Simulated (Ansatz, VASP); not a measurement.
**One calculation of SiC, two programs**

Contents of POSCAR:

```
SiC
1.0
    0.0000000000      2.1100328771      2.3210361648
    2.1100328771      0.0000000000      2.3210361648
    2.1100328771      2.1100328771      0.0000000000
Si C
1 1
Direct
    0.0000000000      0.0000000000      0.0000000000
    0.7500000000      0.7500000000      0.7500000000
```

File INCAR.step1:

```
PREC     = Accurate       # precision mode
ENCUT    = 520            # plane-wave cutoff, eV
ISMEAR   = 0              # smearing method
SIGMA    = 0.05           # smearing width, eV
LREAL    = F              # projectors in reciprocal space
LASPH    = T              # aspherical terms in the spheres
NELM     = 80             # most SCF steps
NBANDS   = 11             # bands
GGA      = PE             # functional
ALGO     = Normal         # electronic algorithm
EDIFF    = 1E-4           # SCF threshold, eV
LWAVE    = T              # write WAVECAR
LCHARG   = F              # write CHGCAR
```

The input INCAR.step2:

```
PREC     = Accurate       # precision mode
ENCUT    = 520            # plane-wave cutoff, eV
EDIFF    = 1E-7           # SCF threshold, eV
ISMEAR   = 0              # smearing method
SIGMA    = 0.05           # smearing width, eV
LREAL    = F              # projectors in reciprocal space
LASPH    = T              # aspherical terms in the spheres
NELM     = 80             # most SCF steps
ALGO     = Normal         # electronic algorithm
ISIF     = 2              # what is computed and relaxed
LWAVE    = F              # write WAVECAR
LCHARG   = T              # write CHGCAR
METAGGA  = R2SCAN         # meta-GGA
LMIXTAU  = T            
LELF     = T              # ELF
LVHAR    = T            
NBANDS   = 11             # bands
ISTART   = 1
```

The input KPOINTS:

```
Automatic mesh
0
Gamma
  12 12 12
```

Input for Ansatz:

```yaml
crystal:
  lattice:
    - [0.0, 2.1100328771, 2.3210361648]
    - [2.1100328771, 0.0, 2.3210361648]
    - [2.1100328771, 2.1100328771, 0.0]
  atoms:
    - { symbol: Si, position: [0.0, 0.0, 0.0] }
    - { symbol: C, position: [0.75, 0.75, 0.75] }
basis:
  ecutwfc: 500
kpoints:
  mp_grid: { grid: [12, 12, 12] }
hamiltonian:
  xc: r2scan
scf:
  occupations: { method: gaussian, width: 0.05 }
output:
  forces: true
  stress: true
  eigenvalues: true
  write_density: true
  write_potential: true
  elf: true
  volumetric_format: npy
```

Alike in both runs: task single point; functional r2SCAN; k mesh 12 × 12 × 12; occupations gaussian, width 0.05 eV; no spin polarisation.

|  | VASP | Ansatz |
| --- | --- | --- |
| version | VASP 6.6.1 | Ansatz 0.2.0 |
| potentials or method | VASP PAW PBE potentials, release 64 (Si, C), cutoff 520 eV | scalar-relativistic, plane waves, PAW |
| valence electrons in the cell | 8 | 8 |

```csv
,VASP,Ansatz,Ansatz less VASP
gap on the k mesh at the Fermi level (eV),1.18,1.17,-0.011
least direct gap on the mesh (eV),4.97,4.96,-0.014
pressure (GPa),-0.7,-0.5,+0.18
"traceless stress, the component that is largest in VASP (GPa)",-21.47,-21.39,+0.076
```

VASP's potentials were made for PBE, not for r2SCAN.
